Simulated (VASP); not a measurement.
## Cu: single point with PBE

System: Cu, a slab with vacuum.

```xyz
4
Lattice="2.5665 0.0000 0.0000 0.0000 2.5665 0.0000 0.0000 0.0000 27.3579" Properties=species:S:1:pos:R:3 pbc="T T T"
Cu    0.6416    0.6416   11.0000
Cu    1.9249    1.9249   12.7629
Cu    0.6416    0.6416   14.5950
Cu    1.9249    1.9249   16.3579
```

| Item | Value |
| --- | --- |
| Program | VASP 6.6.1 |
| Task | single point |
| Functional | PBE |
| Potentials or basis | VASP PAW PBE potentials, release 64 (Cu) |
| Cutoff | 520 eV |
| k mesh | 14 × 14 × 1 |
| Occupations | fermi-dirac, width 0.1 eV |
| Spin | no spin polarisation |
| Dipole correction | yes |
| Further INCAR settings | ALGO = Normal; EDIFF = 1e-07; NBANDS = 30 |

| Quantity | Value |
| --- | --- |
| Largest force | 0.031 eV/Å |
| Band gap on the k mesh | zero (bands 22 and 23 overlap by 4.42 eV) |
| Work function of the upper face | 4.52 eV |
| Work function of the lower face | 4.52 eV |

Forces in eV/Å, atoms in the order of the input:
```
Cu   0.000  0.000 -0.031
Cu   0.000  0.000  0.010
Cu   0.000  0.000 -0.010
Cu   0.000  0.000  0.031
```

Levels at points of the mesh, in eV from the Fermi level:
```tsv
k point	band 19	band 20	band 21	band 22	band 23	band 24	band 25	band 26
(0.00, 0.00, 0.00)	-1.73	-1.52	-1.49	-1.48	-1.48	-0.39	1.24	4.30
(0.50, 0.00, 0.00)	-1.56	-1.56	-0.35	-0.35	-0.06	-0.06	3.30	3.30
(0.50, 0.50, 0.00)	-1.14	-1.14	2.42	2.42	4.61	4.61	7.30	7.30
```

Run time: 3.6 min on 1 thread of Intel(R) Xeon(R) Platinum 8488C (Sapphire Rapids), on a shared host, peak memory 0.35 GiB.
